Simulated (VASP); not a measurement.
# TiCo3 (Pm-3m) in VASP: single point with r2SCAN

Aim: the single point of TiCo3 with r2SCAN.

Everything below comes from runs of VASP 6.6.1. Logs are shortened: lines on timing, memory, paths and dates and some standing lists are left out, and cuts for length are marked.

### 1 The cell of the first run

The structure is cubic, space group Pm-3m (No. 221). Conventional cell: a = 3.514 Å, b = 3.514 Å, c = 3.514 Å, α = 90.00°, β = 90.00°, γ = 90.00°. Ti (site symmetry m-3m) has 12 Co at 2.48 Å within 3.3 Å. Co (site symmetry 4/mmm) has 4 Ti at 2.48 Å and 8 Co at 2.48 Å within 3.3 Å.

### 2 Single point, r2SCAN, collinear spin, ferrimagnetic start (10.84 Å³/atom)

Input file POSCAR:

```
TiCo3
1.0
    3.5136411754      0.0000000000      0.0000000000
    0.0000000000      3.5136411754      0.0000000000
    0.0000000000      0.0000000000      3.5136411754
Ti Co
1 3
Direct
    0.0000000000      0.0000000000      0.0000000000
    0.0000000000      0.5000000000      0.5000000000
    0.5000000000      0.0000000000      0.5000000000
    0.5000000000      0.5000000000      0.0000000000
```

Input file INCAR.step1:

```
SYSTEM = TiCo3
PREC = Accurate ; ENCUT = 520
ISMEAR = 0 ; SIGMA = 0.1
LREAL = .FALSE. ; LASPH = .TRUE.
NELM = 150 ; ISPIN = 2
MAGMOM = -0.7 1.46 1.46 1.46 ; LMAXMIX = 4
NBANDS = 32 ; GGA = PE
ALGO = Normal ; EDIFF = 1E-4
LWAVE = .TRUE. ; LCHARG = .FALSE.
```

Input file INCAR.step2:

```
SYSTEM = TiCo3
PREC = Accurate ; ENCUT = 520
EDIFF = 1E-6 ; ISMEAR = 0
SIGMA = 0.1 ; LREAL = .FALSE.
LASPH = .TRUE. ; NELM = 150
ALGO = Normal ; ISIF = 2
LWAVE = .FALSE. ; LCHARG = .FALSE.
ISPIN = 2 ; MAGMOM = -0.7 1.46 1.46 1.46
LORBIT = 11 ; LMAXMIX = 4
METAGGA = R2SCAN ; LMIXTAU = .TRUE.
NBANDS = 32 ; ISTART = 1
```

Input file KPOINTS:

```
regular mesh
0
G
  12 12 12
  0 0 0
```

Potentials or basis: VASP PAW PBE potentials, release 64 (Ti_sv, Co).

The run is started by

```sh
$ cat potpaw_PBE.64/Ti_sv/POTCAR potpaw_PBE.64/Co/POTCAR > POTCAR
$ cp INCAR.step1 INCAR
$ mpirun -np 1 vasp_std > vasp.out
$ cp INCAR.step2 INCAR
$ mpirun -np 1 vasp_std > vasp.out
```

OUTCAR:

```text
SYSTEM = TiCo3
   PREC = Accurate
   ENCUT = 520
   EDIFF = 1E-6
   ISMEAR = 0
   LREAL = .FALSE.
   LASPH = .TRUE.
   NELM = 150
   ISIF = 2
   ISPIN = 2
   LORBIT = 11
   METAGGA = R2SCAN
   ISTART = 1

 ion  position               nearest neighbor table
   1  0.000  0.000  0.000-   2 2.48   3 2.48   4 2.48   2 2.48   3 2.48   2 2.48   4 2.48   2 2.48
                             3 2.48   4 2.48   3 2.48   4 2.48
   2  0.000  0.500  0.500-   1 2.48   3 2.48   4 2.48   1 2.48   4 2.48   1 2.48   3 2.48   1 2.48
                             3 2.48   4 2.48   4 2.48   3 2.48
   3  0.500  0.000  0.500-   1 2.48   2 2.48   4 2.48   1 2.48   4 2.48   2 2.48   4 2.48   4 2.48
                             1 2.48   2 2.48   1 2.48   2 2.48
   4  0.500  0.500  0.000-   1 2.48   2 2.48   3 2.48   2 2.48   3 2.48   1 2.48   3 2.48   3 2.48
                             1 2.48   2 2.48   2 2.48   1 2.48

  LATTYP: Found a simple cubic cell.
 ALAT       =     3.5136411754

  Lattice vectors:

 A1 = (   3.5136411754,   0.0000000000,   0.0000000000)
 A2 = (   0.0000000000,   3.5136411754,   0.0000000000)
 A3 = (   0.0000000000,   0.0000000000,   3.5136411754)

Analysis of symmetry for initial positions (statically):
=====================================================================
 Subroutine PRICEL returns:
 Original cell was already a primitive cell.

 Routine SETGRP: Setting up the symmetry group for a
 simple cubic supercell.

 Subroutine GETGRP returns: Found 48 space group operations
 (whereof 48 operations were pure point group operations)
 out of a pool of 48 trial point group operations.

The static configuration has the point symmetry O_h .

Analysis of symmetry for dynamics (positions and initial velocities):
=====================================================================
 Subroutine PRICEL returns:
 Original cell was already a primitive cell.

 Routine SETGRP: Setting up the symmetry group for a
 simple cubic supercell.

 Subroutine GETGRP returns: Found 48 space group operations
 (whereof 48 operations were pure point group operations)
 out of a pool of 48 trial point group operations.

The dynamic configuration has the point symmetry O_h .

Analysis of structural, dynamic, and magnetic symmetry:
=====================================================================
 Subroutine PRICEL returns:
 Original cell was already a primitive cell.

 Routine SETGRP: Setting up the symmetry group for a
 simple cubic supercell.

 Subroutine GETGRP returns: Found 48 space group operations
 (whereof 48 operations were pure point group operations)
[... 137 lines left out ...]
 spin polarized calculation
 Gauss-broadening in eV      SIGMA  =   0.10
  energy-cutoff  :      520.00
  volume of cell :       43.38
 maximum number of plane-waves:      1193
 NGX is ok and might be reduce to    28
   NGX = 13   NGY = 13   NGZ = 13

 number of electron      38.9999969 magnetization      -0.1203834

 number of electron      38.9999969 magnetization       0.0022774

 Free energy of the ion-electron system (eV)
  ---------------------------------------------------
  ext. energy  EPLUGINS =         0.00000000
  ---------------------------------------------------
  free energy    TOTEN  =       -52.89999155 eV

  energy without entropy =      -52.87939718  energy(sigma->0) =      -52.88969437

 E-fermi :  10.8523     XC(G=0): -14.7735

 val. band max:       10.8517412380   @ k =   0.3333   0.1667   0.0833
 cond. band min:      10.8525823070   @ k =   0.3333   0.1667   0.0833
 fundamental gap:      0.0008410690
 Fermi energy:        10.8523375300

 spin component 1

 k-point     1 :       0.0000    0.0000    0.0000
  band No.  band energies     occupation
      1     -47.8177      1.00000
      2     -23.0457      1.00000
      3     -23.0457      1.00000
      4     -23.0457      1.00000
      5       2.2681      1.00000
      6       6.1199      1.00000
[... 805 lines left out ...]
     30      23.9527      0.00000
     31      24.3932      0.00000

 [... further k-points ...]

 spin component 2

 k-point     1 :       0.0000    0.0000    0.0000
  band No.  band energies     occupation
      1     -47.8183      1.00000
      2     -23.0464      1.00000
      3     -23.0464      1.00000
      4     -23.0464      1.00000
      5       2.2676      1.00000
      6       6.1203      1.00000
[... 805 lines left out ...]
     30      23.9530      0.00000
     31      24.3932      0.00000

 [... further k-points ...]

 [bands above 31 left out]

------------------------ aborting loop because EDIFF is reached ----------------------------------------

  FORCE on cell =-STRESS in cart. coord.  units (eV):
  Direction    XX          YY          ZZ          XY          YZ          ZX
  --------------------------------------------------------------------------------------
  -------------------------------------------------------------------------------------
  Total        1.6606235      1.6606235      1.6606235      0.0000000      0.0000000     -0.0000000
  in kB       61.3351639     61.3351639     61.3351639      0.0000000      0.0000000     -0.0000000
  external PRESSURE =      61.3351639 kB  Pullay stress =       0.0000000 kB

 VOLUME and BASIS-vectors are now :
 -----------------------------------------------------------------------------
  energy-cutoff  :      520.00
  volume of cell :       43.38
      direct lattice vectors                 reciprocal lattice vectors
     3.513641175  0.000000000  0.000000000     0.284605044  0.000000000  0.000000000
     0.000000000  3.513641175  0.000000000     0.000000000  0.284605044  0.000000000
     0.000000000  0.000000000  3.513641175     0.000000000  0.000000000  0.284605044

 POSITION                                       TOTAL-FORCE (eV/Angst)
 -----------------------------------------------------------------------------------
      0.00000      0.00000      0.00000         0.000000      0.000000      0.000000
      0.00000      1.75682      1.75682         0.000000      0.000000      0.000000
      1.75682      0.00000      1.75682         0.000000      0.000000      0.000000
      1.75682      1.75682      0.00000         0.000000      0.000000      0.000000
 -----------------------------------------------------------------------------------
    total drift:                                0.000000      0.000000      0.000000

  FREE ENERGIE OF THE ION-ELECTRON SYSTEM (eV)
  ---------------------------------------------------
  free  energy   TOTEN  =       -52.8999915508 eV

  energy  without entropy=      -52.8793971830  energy(sigma->0) =      -52.88969437

 total charge

# of ion       s       p       d       tot
------------------------------------------
    1        2.276   6.225   1.951  10.452
    2        0.560   0.593   7.365   8.518
    3        0.560   0.593   7.365   8.518
    4        0.560   0.593   7.365   8.518
--------------------------------------------------
tot          3.957   8.002  24.047  36.006

 magnetization (x)

# of ion       s       p       d       tot
------------------------------------------
    1       -0.000  -0.000  -0.001  -0.001
    2       -0.000  -0.000   0.001   0.001
    3       -0.000  -0.000   0.001   0.001
    4       -0.000  -0.000   0.001   0.001
--------------------------------------------------
tot         -0.000  -0.000   0.003   0.003
```

Wall time 14 min (1 thread of AMD EPYC 9R45 (Zen 5), shared host); peak memory 0.28 GiB.

Results:

```yaml
Free_energy: -52.9000 eV
Pressure: 6.1 GPa
Net_moment: 0.00 μB per cell
Valence_electrons_inside_the_program's_atomic_spheres: Ti 10.45; Co 8.52
```

Levels at points of the mesh, in eV from the Fermi level:
Spin up:
```tsv
k point	band 16	band 17	band 18	band 19	band 20	band 21	band 22	band 23	band 24	band 25
(0.00, 0.00, 0.00)	-0.14	0.59	0.93	0.93	0.93	2.87	2.87	3.62	3.62	3.62
(0.50, 0.00, 0.00)	-0.85	-0.62	-0.62	-0.52	0.05	0.93	1.41	1.41	2.22	2.84
(0.50, 0.50, 0.00)	-1.40	-0.93	-0.93	-0.89	-0.55	-0.22	1.97	1.97	2.49	2.49
(0.50, 0.50, 0.50)	-1.12	-0.06	0.67	0.67	0.67	0.84	0.84	0.84	2.48	2.48
```
Spin down:
```
           k point  band 17  band 18  band 19  band 20  band 21  band 22  band 23  band 24
(0.00, 0.00, 0.00)     0.59     0.93     0.93     0.93     2.87     2.87     3.62     3.62
(0.50, 0.00, 0.00)    -0.62    -0.62    -0.52     0.05     0.93     1.41     1.41     2.22
(0.50, 0.50, 0.00)    -0.93    -0.93    -0.89    -0.55    -0.21     1.97     1.97     2.49
(0.50, 0.50, 0.50)    -0.06     0.67     0.67     0.67     0.84     0.84     0.84     2.49
```

Caveat: the cell stands under pressure; the moments typed at the start vanished in this run; the PAW data sets were made with another functional, which shifts forces and pressure a little.
